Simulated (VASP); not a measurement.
# Si6SnO16 (a cell with a defect) in VASP: further runs

Si6SnO16 (a cell with a defect) is run at these levels: PBE; tasks: single point.

All numbers are computed with VASP 6.6.1; they aren't measurements. Logs are shortened: lines on timing, memory, paths and dates and some standing lists are left out, and cuts for length are marked.

## (1) The cell of the first run

The cell holds a defect, 23 atoms: a = 5.910 Å, b = 5.910 Å, c = 5.330 Å, α = 90.00°, β = 90.00°, γ = 90.00°.

## (2) Single point, PBE

INCAR

```
SYSTEM = Si6SnO16
PREC     = Accurate       ! precision mode
ENCUT    = 520            ! plane-wave cutoff, eV
EDIFF    = 1E-6           ! SCF threshold, eV
ISMEAR   = 0              ! smearing method
SIGMA    = 0.05           ! smearing width, eV
LREAL    = Auto         
LASPH    = .True.         ! aspherical terms in the spheres
NELM     = 100            ! most SCF steps
ALGO     = Normal         ! electronic algorithm
ISIF     = 2              ! what is computed and relaxed
LWAVE    = .False.        ! write WAVECAR
LCHARG   = .False.        ! write CHGCAR
GGA      = PE             ! functional
NBANDS   = 84             ! bands
```

KPOINTS

```
regular mesh
0
Gamma
  2 2 2
  0 0 0
```

POSCAR

```
Si6SnO16
1.0
   -4.1790000000     -4.1790000000      0.0000000000
    4.1790000000     -4.1790000000      0.0000000000
    0.0000000000      0.0000000000      5.3298000000
Si O Sn
6 16 1
Direct
    0.5002426666      0.5005343277     -0.0031519260
    0.0001204369      0.5004198140      0.2514090292
    0.5002164409      0.5004901539      0.5060307917
    0.0001698202      0.5004183081      0.7514703882
    0.0001753741      0.0003861184     -0.0026794277
    0.0002008415      0.0005330667      0.5055647878
    0.1934372312      0.5004060333      0.0016098137
   -0.0000105428      0.1969075565      0.2514004074
    0.8069990375      0.5006359146      0.0015937581
    0.0002662005      0.8040085285      0.2514937784
    0.1933549069      0.5003047240      0.5012785617
    0.0000107422      0.2028646833      0.7515298225
    0.8069897630      0.5005358426      0.5012692088
    0.0004088709      0.7980478907      0.7513061898
    0.7192644700     -0.0000676311     -0.0282678692
    0.4999753437      0.6778154905      0.2514876741
    0.2810670570      0.0005805166     -0.0281187058
    0.5003706432      0.3232748755      0.2514573658
    0.7192622546      0.0002391284      0.5311189060
    0.5001514431      0.6870397068      0.7513849483
    0.2811127611      0.0009039253      0.5310318926
    0.5002037641      0.3139001805      0.7514904569
    0.5002252735      0.0005647454      0.2514332477
```

Potentials or basis: VASP PAW PBE potentials, release 64 (Si, O, Sn_d).

On the command line:

```sh
$ cat potpaw_PBE.64/Si/POTCAR potpaw_PBE.64/O/POTCAR potpaw_PBE.64/Sn_d/POTCAR > POTCAR
$ mpirun -np 1 vasp_std > vasp.out
```

OUTCAR:

```text
SYSTEM = Si6SnO16
   PREC = Accurate
   ENCUT = 520
   EDIFF = 1E-6
   ISMEAR = 0
   LREAL = Auto
   LASPH = .True.
   NELM = 100
   ISIF = 2
   GGA = PE

 ion  position               nearest neighbor table
   1  0.500  0.501  0.997-  20 1.71  22 1.71  18 1.71  16 1.71   9 1.81   7 1.81   3 2.62   3 2.71
                            23 3.25  23 3.25
   2  0.000  0.500  0.251-   9 1.75  13 1.75  11 1.75   7 1.75   8 1.79  10 1.79   4 2.66   4 2.67

   3  0.500  0.500  0.506-  20 1.71  22 1.71  18 1.71  16 1.71  13 1.81  11 1.81   1 2.62   1 2.71
                            23 3.25  23 3.25
   4  0.000  0.500  0.751-   9 1.76  11 1.76  13 1.76   7 1.76  12 1.76  14 1.76   2 2.66   2 2.67

   5  0.000  0.000  0.997-  17 1.67  15 1.67  12 1.77  14 1.77  10 1.78   8 1.78   6 2.62   6 2.71
                            23 3.25  23 3.25
   6  0.000  0.001  0.506-  21 1.67  19 1.67  14 1.77  12 1.77   8 1.78  10 1.78   5 2.62   5 2.71
                            23 3.25  23 3.25
   7  0.193  0.500  0.002-   2 1.75   4 1.76   1 1.81
   8  1.000  0.197  0.251-   6 1.78   5 1.78   2 1.79
   9  0.807  0.501  0.002-   2 1.75   4 1.76   1 1.81
  10  0.000  0.804  0.251-   5 1.78   6 1.78   2 1.79
  11  0.193  0.500  0.501-   2 1.75   4 1.76   3 1.81
  12  0.000  0.203  0.752-   4 1.76   5 1.77   6 1.77
  13  0.807  0.501  0.501-   2 1.75   4 1.76   3 1.81
  14  0.000  0.798  0.751-   4 1.76   6 1.77   5 1.77
  15  0.719  1.000  0.972-   5 1.67  23 1.97
  16  0.500  0.678  0.251-   3 1.71   1 1.71  23 1.91
  17  0.281  0.001  0.972-   5 1.67  23 1.97
  18  0.500  0.323  0.251-   3 1.71   1 1.71  23 1.91
  19  0.719  0.000  0.531-   6 1.67  23 1.97
  20  0.500  0.687  0.751-   3 1.71   1 1.71
  21  0.281  0.001  0.531-   6 1.67  23 1.97
  22  0.500  0.314  0.751-   1 1.71   3 1.71
  23  0.500  0.001  0.251-  18 1.91  16 1.91  17 1.97  21 1.97  19 1.97  15 1.97   5 3.25   6 3.25
                             6 3.25   5 3.25   3 3.25   1 3.25   1 3.25   3 3.25

  LATTYP: Found a simple tetragonal cell.
 ALAT       =     5.9099984772
 C/A-ratio  =     0.9018276435

  Lattice vectors:

 A1 = (  -4.1790000000,  -4.1790000000,   0.0000000000)
 A2 = (   4.1790000000,  -4.1790000000,   0.0000000000)
 A3 = (   0.0000000000,   0.0000000000,   5.3298000000)

Analysis of symmetry for initial positions (statically):
=====================================================================
 Subroutine PRICEL returns:
 Original cell was already a primitive cell.

 Routine SETGRP: Setting up the symmetry group for a
 simple tetragonal supercell.

 Subroutine GETGRP returns: Found  1 space group operations
 (whereof  1 operations were pure point group operations)
 out of a pool of 16 trial point group operations.

The static configuration has the point symmetry C_1 .

Analysis of symmetry for dynamics (positions and initial velocities):
=====================================================================
 Subroutine PRICEL returns:
 Original cell was already a primitive cell.

 Routine SETGRP: Setting up the symmetry group for a
 simple tetragonal supercell.

 Subroutine GETGRP returns: Found  1 space group operations
 (whereof  1 operations were pure point group operations)
 out of a pool of 16 trial point group operations.

The dynamic configuration has the point symmetry C_1 .

 Subroutine INISYM returns: Found  1 space group operations
 (whereof  1 operations are pure point group operations),
 and found     1 'primitive' translations

----------------------------------------------------------------------------------------

                                     Primitive cell

  volume of cell :     186.1597

  direct lattice vectors                    reciprocal lattice vectors
    -4.179000000 -4.179000000  0.000000000    -0.119645848 -0.119645848  0.000000000
     4.179000000 -4.179000000  0.000000000     0.119645848 -0.119645848  0.000000000
     0.000000000  0.000000000  5.329800000     0.000000000  0.000000000  0.187624301

  length of vectors
[... 48 lines left out ...]
   NUPDOWN=      -1.0000    fix difference up-down
   EMIN   =  10.00;   EMAX   =-10.00  energy-range for DOS
   EFERMI =   0.00;   METHOD = LEGACY
   ISMEAR =     0;   SIGMA  =   0.05  broadening in eV -4-tet -1-fermi 0-gaus
   EFERMI_NEDOS =   21; number of points for ismear=-14 and -15
   IALGO  =     38    algorithm
   IMIX   =      4    mixing-type and parameters
     AMIX     =   0.40;   BMIX     =  1.00
     AMIX_MAG =   1.60;   BMIX_MAG =  1.00
  volume/ion in A,a.u.               =       8.09        54.62
  Fermi-wavevector in a.u.,A,eV,Ry     =   1.467173  2.772554 29.287840  2.152595
  Thomas-Fermi vector in A             =   2.582822
   LORBIT       =      0    0 simple, 1 ext, 2 COOP (PROOUT), +10 PAW based schemes
   GGA     = PE    functional components
   LHFCALC =     F    Hartree Fock is set to
   AEXX    =    0.0000 exact exchange contribution
   IVDW    =     0    specifies the selected vdW correction
   LEPSILON=     F    determine dielectric tensor
   LRPA    =     F    only Hartree local field effects (RPA)
 non-spin polarized calculation
 Gauss-broadening in eV      SIGMA  =   0.05
  energy-cutoff  :      520.00
  volume of cell :      186.16
 maximum number of plane-waves:      5032
 NGX is ok and might be reduce to    48
   NGX = 21   NGY = 21   NGZ = 19

 number of electron     133.9999929 magnetization

 Free energy of the ion-electron system (eV)
  ---------------------------------------------------
  ext. energy  EPLUGINS =         0.00000000
  ---------------------------------------------------
  free energy    TOTEN  =      -158.23763055 eV

  energy without entropy =     -158.21583977  energy(sigma->0) =     -158.22673516

 E-fermi :   7.0504     XC(G=0): -12.1811

 val. band max:        7.0495819592   @ k =   0.0000   0.0000   0.0000
 cond. band min:       7.0673116673   @ k =   0.5000   0.5000   0.5000
 fundamental gap:      0.0177297080
 Fermi energy:         7.0503737830

 k-point     1 :       0.0000    0.0000    0.0000
  band No.  band energies     occupation
      1     -15.0753      2.00000
      2     -14.3760      2.00000
      3     -13.3831      2.00000
      4     -12.8893      2.00000
      5     -12.5053      2.00000
      6     -12.4011      2.00000
[... 71 lines left out ...]
     78      17.6661      0.00000
     79      17.9186      0.00000
[... 572 lines left out ...]
     78      18.2901      0.00000
     79      18.5808      0.00000
 [bands above 79 left out]

------------------------ aborting loop because EDIFF is reached ----------------------------------------

  FORCE on cell =-STRESS in cart. coord.  units (eV):
  Direction    XX          YY          ZZ          XY          YZ          ZX
  --------------------------------------------------------------------------------------
  -------------------------------------------------------------------------------------
  Total       39.5548221     39.5328366     28.7142655     -3.3631987     -0.0091536      0.0086834
  in kB      340.4272903    340.2380725    247.1283920    -28.9452599     -0.0787798      0.0747334
  external PRESSURE =     309.2645849 kB  Pullay stress =       0.0000000 kB

 VOLUME and BASIS-vectors are now :
 -----------------------------------------------------------------------------
  energy-cutoff  :      520.00
  volume of cell :      186.16
      direct lattice vectors                 reciprocal lattice vectors
    -4.179000000 -4.179000000  0.000000000    -0.119645848 -0.119645848  0.000000000
     4.179000000 -4.179000000  0.000000000     0.119645848 -0.119645848  0.000000000
     0.000000000  0.000000000  5.329800000     0.000000000  0.000000000  0.187624301

 POSITION                                       TOTAL-FORCE (eV/Angst)
 -----------------------------------------------------------------------------------
      0.00122     -4.18225      5.31300         0.008510      0.003520      0.047667
      2.09075     -2.09176      1.33996        -0.006865     -0.015689      0.011575
      0.00114     -4.18195      2.69704         0.004989      0.004847     -0.040799
      2.09054     -2.09196      4.00519        -0.003451     -0.012281     -0.005824
      0.00088     -0.00235      5.31552         0.003582      0.003017     -0.031313
      0.00139     -0.00307      2.69456         0.001589      0.007199      0.029188
[... 15 lines left out ...]
     -0.77856     -3.40214      4.00529        -0.031525      0.027910     -0.002565
     -2.08808     -2.09280      1.34009        -0.006900      0.001224     -0.002897
 -----------------------------------------------------------------------------------
    total drift:                                0.000217      0.007753      0.012776

  FREE ENERGIE OF THE ION-ELECTRON SYSTEM (eV)
  ---------------------------------------------------
  free  energy   TOTEN  =      -158.2376305512 eV

  energy  without entropy=     -158.2158397665  energy(sigma->0) =     -158.22673516
```

It took 3.2 min on 1 thread of AMD EPYC 9R45 (Zen 5), shared host; peak memory 0.3 GiB.

What came out:

```
Free energy            : -158.2376 eV
Pressure               : 30.9 GPa
Largest force          : 0.049 eV/Å
Band gap on the k mesh : zero (bands 67 and 68 overlap by 0.15 eV)
```

Forces in eV/Å, atoms in the order of the input:
```
Si   0.009  0.004  0.048
Si  -0.007 -0.016  0.012
Si   0.005  0.005 -0.041
Si  -0.003 -0.012 -0.006
Si   0.004  0.003 -0.031
Si   0.002  0.007  0.029
O   -0.007 -0.006  0.005
O    0.005  0.001 -0.001
O    0.015  0.021  0.006
O   -0.006 -0.002 -0.001
O   -0.016 -0.018 -0.007
O    0.007 -0.007 -0.002
O    0.018  0.022 -0.002
O   -0.008  0.010  0.007
O    0.017  0.004 -0.034
O   -0.029  0.024 -0.003
O   -0.011 -0.013 -0.043
O    0.018 -0.023 -0.006
O    0.010  0.005  0.032
O    0.033 -0.035  0.006
O   -0.014 -0.004  0.040
O   -0.032  0.028 -0.003
Sn  -0.007  0.001 -0.003
```

Stress tensor (GPa, compression positive):
```
34.04 -2.89  0.01
-2.89 34.02 -0.01
 0.01 -0.01 24.71
```

Levels at points of the mesh, in eV from the Fermi level:
| k point | band 65 | band 66 | band 67 | band 68 | band 69 | band 70 |
| --- | --- | --- | --- | --- | --- | --- |
| (0.00, 0.00, 0.00) | -0.25 | -0.08 | 0.00 | 0.24 | 0.69 | 6.22 |
| (0.50, 0.00, 0.00) | -0.58 | -0.55 | -0.25 | 0.39 | 0.45 | 6.85 |
| (0.00, 0.50, 0.00) | -0.19 | -0.19 | -0.11 | 0.00 | 0.13 | 7.47 |
| (0.50, 0.50, 0.00) | -0.25 | -0.22 | 0.03 | 0.14 | 0.43 | 7.59 |
| (0.00, 0.00, 0.50) | -0.40 | -0.24 | -0.07 | 0.09 | 0.19 | 7.25 |
| (0.50, 0.00, 0.50) | -0.41 | -0.31 | -0.22 | -0.02 | 0.27 | 7.27 |
| (0.00, 0.50, 0.50) | -0.17 | -0.01 | 0.03 | 0.12 | 0.13 | 7.87 |
| (0.50, 0.50, 0.50) | -0.50 | -0.49 | -0.18 | -0.11 | 0.02 | 8.08 |

Caveat: the k points lie up to 0.59 Å⁻¹ apart; spin-orbit coupling is left out, which moves the levels of the heavy elements.

## (3) Single point, PBE

INCAR

```
SYSTEM = Si6SnO16
  PREC = Accurate
  ENCUT = 520
  EDIFF = 1E-7
  ISMEAR = 0
  SIGMA = 0.05
  LREAL = Auto
  LASPH = .TRUE.
  NELM = 100
  ALGO = Normal
  ISIF = 2
  LWAVE = .FALSE.
  LCHARG = .TRUE.
  GGA = PE
  LELF = .TRUE.
  LVHAR = .TRUE.
  NBANDS = 84
```

KPOINTS

```
regular mesh
0
G
  2 2 2
  0 0 0
```

POSCAR

```
Si6SnO16
1.0
   -4.1790000000     -4.1790000000      0.0000000000
    4.1790000000     -4.1790000000      0.0000000000
    0.0000000000      0.0000000000      5.3298000000
Si O Sn
6 16 1
Direct
    0.5000000000      0.5000000000      0.0046134032
    0.0000000000      0.5000000000      0.2500000000
    0.5000000000      0.5000000000      0.4953865968
    0.0000000000      0.5000000000      0.7500000000
    0.0000000000      0.0000000000      0.0041619175
    0.0000000000      0.0000000000      0.4958380825
    0.1932503618      0.5000000000     -0.0002988640
    0.0000000000      0.2024389459      0.2500000000
    0.8067496382      0.5000000000     -0.0002988640
    0.0000000000      0.7975610541      0.2500000000
    0.1932503618      0.5000000000      0.5002988640
    0.0000000000      0.1964413491      0.7500000000
    0.8067496382      0.5000000000      0.5002988640
    0.0000000000      0.8035586509      0.7500000000
    0.7190640909      0.0000000000      0.0296261938
    0.5000000000      0.6865817018      0.2500000000
    0.2809359091      0.0000000000      0.0296261938
    0.5000000000      0.3134182982      0.2500000000
    0.7190640909      0.0000000000      0.4703738062
    0.5000000000      0.6772614657      0.7500000000
    0.2809359091      0.0000000000      0.4703738062
    0.5000000000      0.3227385343      0.7500000000
    0.5000000000      0.0000000000     -0.2500000000
```

Potentials or basis: VASP PAW PBE potentials, release 64 (Si, O, Sn_d).

On the command line:

```sh
$ cat potpaw_PBE.64/Si/POTCAR potpaw_PBE.64/O/POTCAR potpaw_PBE.64/Sn_d/POTCAR > POTCAR
$ mpirun -np 1 vasp_std > vasp.out
```

It took 3 min on 1 thread of AMD EPYC 9R45 (Zen 5), shared host; peak memory 0.3 GiB.

Results (log left out):

```yaml
Free_energy: -158.2376 eV
Pressure: 30.9 GPa
Largest_force: 0.052 eV/Å
Band_gap_on_the_k_mesh: zero (bands 67 and 68 overlap by 0.15 eV)
```

Forces in eV/Å, atoms in the order of the input:
```
Si   0.000  0.000 -0.052
Si   0.000  0.000  0.000
Si   0.000  0.000  0.052
Si   0.000  0.000  0.000
Si   0.000  0.000  0.019
Si   0.000  0.000 -0.019
O   -0.008 -0.008  0.016
O    0.006 -0.006  0.000
O    0.008  0.008  0.016
O   -0.006  0.006  0.000
O   -0.008 -0.008 -0.016
O    0.002 -0.002  0.000
O    0.008  0.008 -0.016
O   -0.002  0.002  0.000
O    0.004  0.004  0.044
O    0.030 -0.030  0.000
O   -0.004 -0.004  0.044
O   -0.030  0.030  0.000
O    0.004  0.004 -0.044
O   -0.020  0.020  0.000
O   -0.004 -0.004 -0.044
O    0.020 -0.020  0.000
Sn   0.000  0.000  0.000
```

Stress tensor (GPa, compression positive):
```
34.01 -2.88  0.00
-2.88 34.01  0.00
 0.00  0.00 24.71
```

Levels at points of the mesh, in eV from the Fermi level:
| k point | band 64 | band 65 | band 66 | band 67 | band 68 | band 69 | band 70 | band 71 |
| --- | --- | --- | --- | --- | --- | --- | --- | --- |
| (0.00, 0.00, 0.00) | -0.45 | -0.25 | -0.09 | 0.00 | 0.24 | 0.69 | 6.22 | 7.51 |
| (0.50, 0.00, 0.00) | -0.60 | -0.58 | -0.55 | -0.25 | 0.39 | 0.45 | 6.85 | 7.45 |
| (0.00, 0.50, 0.00) | -0.59 | -0.19 | -0.19 | -0.11 | 0.00 | 0.13 | 7.48 | 7.54 |
| (0.50, 0.50, 0.00) | -0.47 | -0.25 | -0.22 | 0.03 | 0.14 | 0.43 | 7.59 | 8.38 |
| (0.00, 0.00, 0.50) | -0.55 | -0.40 | -0.24 | -0.07 | 0.09 | 0.19 | 7.25 | 8.57 |
| (0.50, 0.00, 0.50) | -0.57 | -0.41 | -0.31 | -0.22 | -0.02 | 0.27 | 7.27 | 8.46 |
| (0.00, 0.50, 0.50) | -0.31 | -0.17 | -0.01 | 0.03 | 0.12 | 0.13 | 7.87 | 9.29 |
| (0.50, 0.50, 0.50) | -0.54 | -0.50 | -0.49 | -0.18 | -0.11 | 0.02 | 8.08 | 9.59 |

Caveat: the k points lie up to 0.59 Å⁻¹ apart; spin-orbit coupling is left out, which moves the levels of the heavy elements.

## (4) Single point, PBE

INCAR

```
SYSTEM = Si6SnO16
PREC = Accurate
ENCUT = 520
EDIFF = 1E-7
ISMEAR = 0
SIGMA = 0.05
LREAL = Auto
LASPH = .True.
NELM = 60
ALGO = Normal
ISIF = 2
LWAVE = .False.
LCHARG = .True.
GGA = PE
LELF = .True.
LVHAR = .True.
NBANDS = 84
```

KPOINTS

```
Automatic mesh
0
Gamma
  2 2 2
  0 0 0
```

POSCAR

```
Si6SnO16
1.0
   -4.1790000000     -4.1790000000      0.0000000000
    4.1790000000     -4.1790000000      0.0000000000
    0.0000000000      0.0000000000      5.3298000000
Si O Sn
6 16 1
Direct
    0.5002426418      0.5005343384     -0.0031519006
    0.0001204834      0.5004198373      0.2514090585
    0.5002164393      0.5004901890      0.5060308079
    0.0001698971      0.5004182819      0.7514704116
    0.0001752812      0.0003860972     -0.0026794626
    0.0002008854      0.0005330223      0.5055647491
    0.1934371859      0.5004060780      0.0016098165
   -0.0000105288      0.1969076334      0.2514004278
    0.8069990428      0.5006357980      0.0015936808
    0.0002662120      0.8040084949      0.2514938647
    0.1933549892      0.5003047380      0.5012784720
    0.0000106485      0.2028646805      0.7515298886
    0.8069897105      0.5005357741      0.5012692784
    0.0004089495      0.7980478583      0.7513062404
    0.7192645370     -0.0000675999     -0.0282678525
    0.4999753530      0.6778155061      0.2514876731
    0.2810670017      0.0005805217     -0.0281186911
    0.5003706628      0.3232749462      0.2514572779
    0.7192622637      0.0002390524      0.5311189913
    0.5001514716      0.6870397224      0.7513850426
    0.2811128260      0.0009039244      0.5310319337
    0.5002037569      0.3139000957      0.7514904874
    0.5002251735      0.0005647284      0.2514332620
```

On the command line:

```sh
$ cat potpaw_PBE.64/Si/POTCAR potpaw_PBE.64/O/POTCAR potpaw_PBE.64/Sn_d/POTCAR > POTCAR
$ mpirun -np 1 vasp_std > vasp.out
```

Run time: 3.6 min. Hardware: 1 thread of AMD EPYC 9R45 (Zen 5), shared host; peak memory 0.3 GiB.

It converged, with:

| Item | Value |
| --- | --- |
| Free energy | -158.2376 eV |
| Pressure | 30.9 GPa |
| Largest force | 0.047 eV/Å |
| Band gap on the k mesh | zero (bands 67 and 68 overlap by 0.15 eV) |

Forces in eV/Å, atoms in the order of the input:
```
Si   0.009  0.003  0.044
Si  -0.007 -0.016  0.012
Si   0.005  0.005 -0.037
Si  -0.003 -0.012 -0.006
Si   0.000  0.000 -0.031
Si  -0.002  0.004  0.029
O   -0.007 -0.006  0.005
O    0.005  0.001 -0.001
O    0.015  0.021  0.006
O   -0.006 -0.002 -0.001
O   -0.016 -0.018 -0.007
O    0.007 -0.007 -0.002
O    0.018  0.021 -0.002
O   -0.008  0.010  0.007
O    0.018  0.005 -0.038
O   -0.029  0.024 -0.003
O   -0.011 -0.013 -0.043
O    0.018 -0.023 -0.006
O    0.011  0.007  0.036
O    0.032 -0.034  0.006
O   -0.014 -0.004  0.039
O   -0.031  0.027 -0.003
Sn  -0.004  0.004 -0.003
```

Stress tensor (GPa, compression positive):
```
34.05 -2.88  0.01
-2.88 34.03 -0.01
 0.01 -0.01 24.69
```

Levels at points of the mesh, in eV from the Fermi level:
| k point | band 65 | band 66 | band 67 | band 68 | band 69 | band 70 |
| --- | --- | --- | --- | --- | --- | --- |
| (0.00, 0.00, 0.00) | -0.25 | -0.08 | 0.00 | 0.24 | 0.69 | 6.22 |
| (0.50, 0.00, 0.00) | -0.58 | -0.55 | -0.25 | 0.39 | 0.45 | 6.85 |
| (0.00, 0.50, 0.00) | -0.19 | -0.19 | -0.11 | 0.00 | 0.13 | 7.47 |
| (0.50, 0.50, 0.00) | -0.25 | -0.22 | 0.03 | 0.14 | 0.43 | 7.59 |
| (0.00, 0.00, 0.50) | -0.40 | -0.24 | -0.07 | 0.09 | 0.19 | 7.25 |
| (0.50, 0.00, 0.50) | -0.41 | -0.31 | -0.22 | -0.02 | 0.27 | 7.27 |
| (0.00, 0.50, 0.50) | -0.17 | -0.01 | 0.03 | 0.12 | 0.13 | 7.87 |
| (0.50, 0.50, 0.50) | -0.50 | -0.49 | -0.18 | -0.11 | 0.02 | 8.08 |

Caveat: the k points lie up to 0.59 Å⁻¹ apart; spin-orbit coupling is left out, which moves the levels of the heavy elements.
